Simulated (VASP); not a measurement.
# NaI (I4_1/amd) in VASP: a series of runs

Runs on NaI. Level: PBE+D3(BJ). Tasks: single point, relaxation of cell and atoms.

Program: VASP 6.6.1. These are calculated values, not measurements. Logs are shortened: lines on timing, memory, paths and dates and some standing lists are left out, and cuts for length are marked.

### Step 1. The cell of the first run

It takes space group I4_1/amd (No. 141, tetragonal). Conventional cell: a = 4.375 Å, b = 4.375 Å, c = 14.575 Å, α = 90.00°, β = 90.00°, γ = 90.00°. Within 4.4 Å of Na (site symmetry -4m2) lie 8 I at 3.09 to 4.25 Å and 8 Na at 4.25 to 4.38 Å. Within 4.4 Å of I (site symmetry -4m2) lie 8 Na at 3.09 to 4.25 Å and 8 I at 4.25 to 4.38 Å.

### Step 2. Single point, PBE+D3(BJ)

Input file INCAR:

```
PREC = Accurate
ENCUT = 520
EDIFF = 1E-6
ISMEAR = 0
SIGMA = 0.02
LREAL = False
LASPH = True
NELM = 60
ALGO = Normal
ISIF = 2
LWAVE = False
LCHARG = False
GGA = PE
IVDW = 12
NBANDS = 22
```

Input file KPOINTS:

```
Automatic mesh
0
Gamma
  8 8 8
```

Input file POSCAR:

```
NaI
1.0
   -2.1876569970      2.1876569970      7.2872756615
    2.1876569970     -2.1876569970      7.2872756615
    2.1876569970      2.1876569970     -7.2872756615
Na I
2 2
Direct
    0.2500000000      0.7500000000      0.5000000000
    0.5000000000      0.5000000000      0.0000000000
    0.7500000000      0.2500000000      0.5000000000
    0.0000000000      0.0000000000      0.0000000000
```

Potentials or basis: VASP PAW PBE potentials, release 64 (Na_pv, I).

Started as:

```bash
$ cat potpaw_PBE.64/Na_pv/POTCAR potpaw_PBE.64/I/POTCAR > POTCAR
$ mpirun -np 1 vasp_std > vasp.out
```

OUTCAR:

```text
PREC = Accurate
   ENCUT = 520
   EDIFF = 1E-6
   ISMEAR = 0
   LREAL = False
   LASPH = True
   NELM = 60
   ISIF = 2
   GGA = PE
   IVDW = 12
 IVDW          = 12

 ion  position               nearest neighbor table
   1  0.250  0.750  0.500-   3 3.09   3 3.09   3 3.09   3 3.09
   2  0.500  0.500  0.000-   4 3.09   4 3.09   4 3.09   4 3.09
   3  0.750  0.250  0.500-   1 3.09   1 3.09   1 3.09   1 3.09
   4  0.000  0.000  0.000-   2 3.09   2 3.09   2 3.09   2 3.09

  LATTYP: Found a body centered tetragonal cell.
 ALAT       =     4.3753139940
 C/A-ratio  =     3.3310869444

  Lattice vectors:

 A1 = (  -2.1876569970,   2.1876569970,   7.2872756615)
 A2 = (   2.1876569970,  -2.1876569970,   7.2872756615)
 A3 = (   2.1876569970,   2.1876569970,  -7.2872756615)

Analysis of symmetry for initial positions (statically):
=====================================================================
 Subroutine PRICEL returns:
 Original cell was already a primitive cell.

 Routine SETGRP: Setting up the symmetry group for a
 body centered tetragonal supercell.

 Subroutine GETGRP returns: Found 16 space group operations
 (whereof  8 operations were pure point group operations)
 out of a pool of 16 trial point group operations.

The static configuration has the point symmetry D_2d.
 The point group associated with its full space group is D_4h.

Analysis of symmetry for dynamics (positions and initial velocities):
=====================================================================
 Subroutine PRICEL returns:
 Original cell was already a primitive cell.

 Routine SETGRP: Setting up the symmetry group for a
 body centered tetragonal supercell.

 Subroutine GETGRP returns: Found 16 space group operations
 (whereof  8 operations were pure point group operations)
 out of a pool of 16 trial point group operations.

The dynamic configuration has the point symmetry D_2d.
 The point group associated with its full space group is D_4h.

 Subroutine INISYM returns: Found 16 space group operations
 (whereof  8 operations are pure point group operations),
 and found     1 'primitive' translations

----------------------------------------------------------------------------------------

                                     Primitive cell

[... 90 lines left out ...]
   LSORBIT =      F    spin-orbit coupling
   LASPH  =      T    aspherical Exc in radial PAW
   ENCUT  =  520.0 eV  38.22 Ry    6.18 a.u.  14.72 14.72 14.72*2*pi/ulx,y,z
   NELM   =     60;   NELMIN=  2; NELMDL= -5     # of ELM steps
   EDIFF  = 0.1E-05   stopping-criterion for ELM
   LREAL  =      F    real-space projection
   EDIFFG = 0.1E-04   stopping-criterion for IOM
   NSW    =      0    number of steps for IOM
   IBRION =     -1    ionic relax: 0-MD 1-quasi-New 2-CG
   NFREE  =      0    steps in history (QN), initial steepest desc. (CG)
   ISIF   =      2    stress and relaxation
   ISYM   =      2    0-nonsym 1-usesym 2-fastsym
   POTIM  = 0.5000    time-step for ionic-motion
   TEBEG  =    0.0;   TEEND  =   0.0 temperature during run
   PSTRESS=    0.0 pullay stress
   NELECT =      28.0000    total number of electrons
   NUPDOWN=      -1.0000    fix difference up-down
   EMIN   =  10.00;   EMAX   =-10.00  energy-range for DOS
   EFERMI =   0.00;   METHOD = LEGACY
   ISMEAR =     0;   SIGMA  =   0.02  broadening in eV -4-tet -1-fermi 0-gaus
   EFERMI_NEDOS =   21; number of points for ismear=-14 and -15
   IALGO  =     38    algorithm
   IMIX   =      4    mixing-type and parameters
     AMIX     =   0.40;   BMIX     =  1.00
     AMIX_MAG =   1.60;   BMIX_MAG =  1.00
  volume/ion in A,a.u.               =      34.88       235.35
  Fermi-wavevector in a.u.,A,eV,Ry     =   0.958517  1.811334 12.500407  0.918754
  Thomas-Fermi vector in A             =   2.087631
   LORBIT       =      0    0 simple, 1 ext, 2 COOP (PROOUT), +10 PAW based schemes
   GGA     = PE    functional components
   LHFCALC =     F    Hartree Fock is set to
   AEXX    =    0.0000 exact exchange contribution
   IVDW    =    12    specifies the selected vdW correction
   LEPSILON=     F    determine dielectric tensor
   LRPA    =     F    only Hartree local field effects (RPA)
 non-spin polarized calculation
 Gauss-broadening in eV      SIGMA  =   0.02
  energy-cutoff  :      520.00
  volume of cell :      139.50
 maximum number of plane-waves:      3792
   NGX = 29   NGY = 29   NGZ = 29

 number of electron      28.0000010 magnetization

 Free energy of the ion-electron system (eV)
  ---------------------------------------------------
  ext. energy  EPLUGINS =         0.00000000
  ---------------------------------------------------
  free energy    TOTEN  =       -10.21621442 eV

  energy without entropy =      -10.21621442  energy(sigma->0) =      -10.21621442

 E-fermi :   1.3836     XC(G=0):  -7.5474

 val. band max:        1.2789310690   @ k =  -0.1250   0.1250   0.0000
 cond. band min:       3.9476830172   @ k =   0.0000   0.0000   0.0000
 fundamental gap:      2.6687519482
 Fermi energy:         1.3836338435

 k-point     1 :       0.0000    0.0000    0.0000
  band No.  band energies     occupation
      1     -21.9985      2.00000
      2     -21.9927      2.00000
      3     -21.9468      2.00000
      4     -21.9468      2.00000
      5     -21.9463      2.00000
      6     -21.9463      2.00000
[... 589 lines left out ...]
     21       9.3390      0.00000
     22       9.6646      0.00000

 [... further k-points ...]

------------------------ aborting loop because EDIFF is reached ----------------------------------------

 Edisp (eV)   -0.98033

 E8    (eV) :    -0.4543

  FORCE on cell =-STRESS in cart. coord.  units (eV):
  Direction    XX          YY          ZZ          XY          YZ          ZX
  --------------------------------------------------------------------------------------
  -------------------------------------------------------------------------------------
  Total       0.02230     0.02230    -0.00599     0.00000     0.00000     0.00000
  in kB       0.25609     0.25609    -0.06876     0.00000     0.00000     0.00000
  external pressure =        0.15 kB  Pullay stress =        0.00 kB

 VOLUME and BASIS-vectors are now :
 -----------------------------------------------------------------------------
  energy-cutoff  :      520.00
  volume of cell :      139.50
      direct lattice vectors                 reciprocal lattice vectors
    -2.187656997  2.187656997  7.287275661     0.000000000  0.228555025  0.068612747
     2.187656997 -2.187656997  7.287275661     0.228555025  0.000000000  0.068612747
     2.187656997  2.187656997 -7.287275661     0.228555025  0.228555025  0.000000000

 POSITION                                       TOTAL-FORCE (eV/Angst)
 -----------------------------------------------------------------------------------
      2.18766     -0.00000      3.64364        -0.000000     -0.000000      0.000000
      0.00000      0.00000      7.28728        -0.000000      0.000000      0.000000
     -0.00000      2.18766      3.64364         0.000000      0.000000     -0.000000
      0.00000      0.00000      0.00000         0.000000      0.000000     -0.000000
 -----------------------------------------------------------------------------------
    total drift:                               -0.000000      0.000000      0.000000

  FREE ENERGIE OF THE ION-ELECTRON SYSTEM (eV)
  ---------------------------------------------------
  free  energy   TOTEN  =       -11.1965448029 eV

  energy  without entropy=      -11.1965448029  energy(sigma->0) =      -11.19654480
```

stdout:

```text
POSCAR found type information on POSCAR NaI
 POSCAR found :  2 types and       4 ions
 scaLAPACK will be used
 LDA part: xc-table for (Slater+PW92), standard interpolation
 POSCAR, INCAR and KPOINTS ok, starting setup
 FFT: planning ... GRIDC
 FFT: planning ... GRID_SOFT
 FFT: planning ... GRID
 WAVECAR not read
 entering main loop
```

Wall time 2.9 min (1 thread of Intel Xeon 6975P-C (Granite Rapids), shared host); peak memory 0.53 GiB.

What came out:

```yaml
Free_energy: -11.1965 eV
Pressure: 0.0 GPa
Band_gap_on_the_k_mesh: 2.67 eV (least direct gap 2.69 eV)
Dispersion_energy_per_atom: -0.245 eV
```

Levels at points of the mesh, in eV from the valence-band top:
```
           k point  band 11  band 12  band 13  band 14  band 15  band 16  band 17  band 18
(0.00, 0.00, 0.00)    -0.86    -0.80    -0.80    -0.02     2.67     4.50     5.32     5.84
(0.50, 0.00, 0.00)    -1.44    -0.82    -0.55    -0.51     4.37     4.96     5.51     6.84
(0.50, 0.50, 0.00)    -2.11    -2.11    -0.67    -0.67     3.70     3.70     5.94     5.94
(0.50, 0.50, 0.50)    -1.07    -1.07    -0.56    -0.56     3.80     3.80     5.83     5.83
```

Caveat: spin-orbit coupling is left out, which moves the levels of the heavy elements. A k mesh can miss the band edges.

### Step 3. Single point, PBE+D3(BJ)

Input file INCAR:

```
SYSTEM = NaI
PREC     = Accurate       ! precision mode
ENCUT    = 520            ! plane-wave cutoff, eV
EDIFF    = 1E-6           ! SCF threshold, eV
ISMEAR   = 0              ! smearing method
SIGMA    = 0.02           ! smearing width, eV
LREAL    = .FALSE.        ! projectors in reciprocal space
LASPH    = .TRUE.         ! aspherical terms in the spheres
NELM     = 100            ! most SCF steps
ALGO     = Normal         ! electronic algorithm
ISIF     = 2              ! what is computed and relaxed
LWAVE    = .FALSE.        ! write WAVECAR
LCHARG   = .FALSE.        ! write CHGCAR
GGA      = PE             ! functional
IVDW     = 12             ! dispersion correction
NBANDS   = 22             ! bands
```

Input file KPOINTS:

```
regular mesh
0
G
  8 8 8
  0 0 0
```

POSCAR is that of step 2.

Potentials or basis: VASP PAW PBE potentials, release 64 (Na_pv, I).

Started as:

```bash
$ cat potpaw_PBE.64/Na_pv/POTCAR potpaw_PBE.64/I/POTCAR > POTCAR
$ mpirun -np 1 vasp_std > vasp.out
```

Run time: 2.9 min. Hardware: 1 thread of Intel Xeon 6975P-C (Granite Rapids), shared host; peak memory 0.54 GiB.

Results (log left out):

```
Free energy                : -11.1965 eV
Pressure                   : 0.0 GPa
Band gap on the k mesh     : 2.67 eV (least direct gap 2.69 eV)
Dispersion energy per atom : -0.245 eV
```

Levels at points of the mesh, in eV from the valence-band top:
| k point | band 10 | band 11 | band 12 | band 13 | band 14 | band 15 | band 16 | band 17 | band 18 | band 19 |
| --- | --- | --- | --- | --- | --- | --- | --- | --- | --- | --- |
| (0.00, 0.00, 0.00) | -0.86 | -0.86 | -0.80 | -0.80 | -0.02 | 2.67 | 4.50 | 5.32 | 5.84 | 7.65 |
| (0.50, 0.00, 0.00) | -2.49 | -1.44 | -0.82 | -0.55 | -0.51 | 4.37 | 4.96 | 5.51 | 6.84 | 7.04 |
| (0.50, 0.50, 0.00) | -2.26 | -2.11 | -2.11 | -0.67 | -0.67 | 3.70 | 3.70 | 5.94 | 5.94 | 6.82 |
| (0.50, 0.50, 0.50) | -1.45 | -1.07 | -1.07 | -0.56 | -0.56 | 3.80 | 3.80 | 5.83 | 5.83 | 7.11 |

Caveat: spin-orbit coupling is left out, which moves the levels of the heavy elements. A k mesh can miss the band edges.

### Step 4. Relaxation of cell and atoms, PBE+D3(BJ)

Input file INCAR:

```
SYSTEM = NaI
ALGO = Normal
EDIFF = 1E-7
EDIFFG = -0.005
ENCUT = 600
GGA = PE
IBRION = 2
ISIF = 3
ISMEAR = 0
IVDW = 12
LASPH = .TRUE.
LCHARG = .FALSE.
LREAL = .FALSE.
LWAVE = .FALSE.
NELM = 80
NSW = 100
PREC = Accurate
SIGMA = 0.02
```

Input file KPOINTS:

```
k-points
0
G
  8 8 8
  0 0 0
```

POSCAR is that of step 3.

Potentials or basis: VASP PAW PBE potentials, release 64 (Na_pv, I).

Started as:

```bash
$ cat potpaw_PBE.64/Na_pv/POTCAR potpaw_PBE.64/I/POTCAR > POTCAR
$ mpirun -np 1 vasp_std > vasp.out
```

OUTCAR:

```text
SYSTEM = NaI
   EDIFF = 1E-7
   EDIFFG = -0.005
   ENCUT = 600
   GGA = PE
   IBRION = 2
   ISIF = 3
   ISMEAR = 0
   IVDW = 12
   LASPH = .TRUE.
   LREAL = .FALSE.
   NELM = 80
   NSW = 100
   PREC = Accurate
 IVDW          = 12

 ion  position               nearest neighbor table
   1  0.250  0.750  0.500-   3 3.09   3 3.09   3 3.09   3 3.09
   2  0.500  0.500  0.000-   4 3.09   4 3.09   4 3.09   4 3.09
   3  0.750  0.250  0.500-   1 3.09   1 3.09   1 3.09   1 3.09
   4  0.000  0.000  0.000-   2 3.09   2 3.09   2 3.09   2 3.09

  LATTYP: Found a body centered tetragonal cell.
 ALAT       =     4.3753139940
 C/A-ratio  =     3.3310869444

  Lattice vectors:

 A1 = (  -2.1876569970,   2.1876569970,   7.2872756615)
 A2 = (   2.1876569970,  -2.1876569970,   7.2872756615)
 A3 = (   2.1876569970,   2.1876569970,  -7.2872756615)

Analysis of symmetry for initial positions (statically):
=====================================================================
 Subroutine PRICEL returns:
 Original cell was already a primitive cell.

 Routine SETGRP: Setting up the symmetry group for a
 body centered tetragonal supercell.

 Subroutine GETGRP returns: Found 16 space group operations
 (whereof  8 operations were pure point group operations)
 out of a pool of 16 trial point group operations.
[... 230 lines left out ...]
  band No.  band energies     occupation
      1     -22.0021      2.00000
      2     -21.9963      2.00000
      3     -21.9504      2.00000
      4     -21.9504      2.00000
      5     -21.9499      2.00000
      6     -21.9499      2.00000
[... 481 lines left out ...]
      5     -21.9518      2.00000
      6     -21.9512      2.00000
[... 10 lines left out ...]
     17       6.3483      0.00000
     18       7.9335      0.00000

 [... further k-points ...]

------------------------ aborting loop because EDIFF is reached ----------------------------------------

 Edisp (eV)   -0.97992

 E8    (eV) :    -0.4542

  FORCE on cell =-STRESS in cart. coord.  units (eV):
  Direction    XX          YY          ZZ          XY          YZ          ZX
  --------------------------------------------------------------------------------------
  -------------------------------------------------------------------------------------
  Total       0.00588     0.00588    -0.00955     0.00000    -0.00000     0.00000
  in kB       0.06752     0.06752    -0.10963     0.00000    -0.00000     0.00000
  external pressure =        0.01 kB  Pullay stress =        0.00 kB

 VOLUME and BASIS-vectors are now :
 -----------------------------------------------------------------------------
  energy-cutoff  :      600.00
  volume of cell :      139.56
      direct lattice vectors                 reciprocal lattice vectors
    -2.188220469  2.188220469  7.286585079     0.000000000  0.228496172  0.068619250
     2.188220469 -2.188220469  7.286585079     0.228496172  0.000000000  0.068619250
     2.188220469  2.188220469 -7.286585079     0.228496172  0.228496172  0.000000000

 POSITION                                       TOTAL-FORCE (eV/Angst)
 -----------------------------------------------------------------------------------
      2.18822     -0.00000      3.64329         0.000000      0.000000     -0.000000
      0.00000      0.00000      7.28659        -0.000000      0.000000      0.000000
     -0.00000      2.18822      3.64329         0.000000      0.000000     -0.000000
      0.00000      0.00000      0.00000         0.000000     -0.000000     -0.000000
 -----------------------------------------------------------------------------------
    total drift:                               -0.000000     -0.000000     -0.000000

  FREE ENERGIE OF THE ION-ELECTRON SYSTEM (eV)
  ---------------------------------------------------
  free  energy   TOTEN  =       -11.1965192055 eV

  energy  without entropy=      -11.1965192055  energy(sigma->0) =      -11.19651921

 reached required accuracy - stopping structural energy minimisation
```

OSZICAR:

```text
N       E                     dE             d eps       ncg     rms          rms(c)
DAV:   1     0.223466988000E+03    0.22347E+03   -0.13633E+04  2124   0.156E+03
DAV:   2     0.816858523808E+01   -0.21530E+03   -0.20974E+03  2568   0.351E+02
DAV:   3    -0.987454030567E+01   -0.18043E+02   -0.17784E+02  2396   0.105E+02
DAV:   4    -0.104409291418E+02   -0.56639E+00   -0.56607E+00  2758   0.198E+01
[... 14 lines left out ...]
DAV:   2    -0.102166121911E+02    0.23680E-04   -0.42607E-05  2440   0.689E-02    0.187E-02
DAV:   3    -0.102166029711E+02    0.92200E-05   -0.23974E-05  2346   0.392E-02    0.716E-03
DAV:   4    -0.102166026452E+02    0.32597E-06   -0.49629E-07  2202   0.776E-03    0.624E-03
DAV:   5    -0.102166022585E+02    0.38667E-06   -0.24074E-07  1776   0.410E-03    0.861E-04
DAV:   6    -0.102166022109E+02    0.47619E-07   -0.24378E-08  1110   0.194E-03
   2 F= -.11196519E+02 E0= -.11196519E+02  d E =-.726339E-05
```

Wall time 4.8 min (1 thread of Intel Xeon 6975P-C (Granite Rapids), shared host); peak memory 0.65 GiB.

Results:

```
Free energy                           : -11.1965 eV
Relaxed volume                        : 34.89 Å³/atom
Relaxed cell                          : a = 7.916 Å, b = 7.916 Å, c = 7.916 Å, α = 147.91°, β = 147.91°, γ = 46.02°
Space group after relaxing (to 0.1 Å) : I4_1/amd (No. 141)
Energy gained by relaxing             : 0.0 meV/atom
Ionic steps                           : 2
Pressure after relaxing               : 0.0 GPa
Band gap on the k mesh                : 2.67 eV (least direct gap 2.69 eV)
Dispersion energy per atom            : -0.245 eV
```

Final structure:
```
Na I
1.0
    -2.18822    2.18822    7.28659
     2.18822   -2.18822    7.28659
     2.18822    2.18822   -7.28659
Na I
2 2
Direct
  0.25000 0.75000 0.50000
  0.50000 0.50000 0.00000
  0.75000 0.25000 0.50000
  0.00000 0.00000 0.00000
```

Caveat: spin-orbit coupling is left out, which moves the levels of the heavy elements.
